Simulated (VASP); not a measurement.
**S: single point with PBEsol**

Crystal: S.

```
S
1.0
     1.87096    0.00000    0.00000
     0.00000    1.87096    0.00000
     0.00000    0.00000    1.87096
S
1
Direct
  0.00000 0.00000 0.00000
```

This isn't the form of S at room conditions, which is orthorhombic, of S8 rings.

```json
{
  "Program": "VASP 6.6.1",
  "Task": "single point",
  "Functional": "PBEsol",
  "Potentials or basis": "VASP PAW PBE potentials, release 64 (S)",
  "Cutoff": "520 eV",
  "k mesh": "16 × 16 × 16",
  "Occupations": "fermi-dirac, width 0.05 eV",
  "Spin": "no spin polarisation",
  "Dipole correction": "no",
  "k mesh for the DOS": "24 × 24 × 24",
  "Occupations for the DOS": "tetrahedron",
  "Further INCAR settings": "ALGO = Normal; EDIFF = 1e-06; NBANDS = 9"
}
```

```yaml
Valence_electrons_inside_the_program's_atomic_spheres: S 4.04
```

Levels at points of the mesh, in eV from the Fermi level:
```tsv
k point	band 1	band 2	band 3	band 4	band 5	band 6	band 7	band 8
(0.00, 0.00, 0.00)	-31.00	3.39	3.39	6.04	6.04	6.04	22.96	36.38
(0.50, 0.00, 0.00)	-22.09	-20.41	8.03	12.63	12.63	16.85	16.85	22.54
(0.50, 0.50, 0.00)	-13.59	-13.59	-11.94	-6.89	19.24	21.66	21.66	27.44
(0.50, 0.50, 0.50)	-7.15	-7.15	-7.15	-0.41	-0.41	-0.41	4.22	9.81
```

Run time: 19 s on 1 thread of Intel Xeon 8259CL (shared host), peak memory 0.14 GiB.
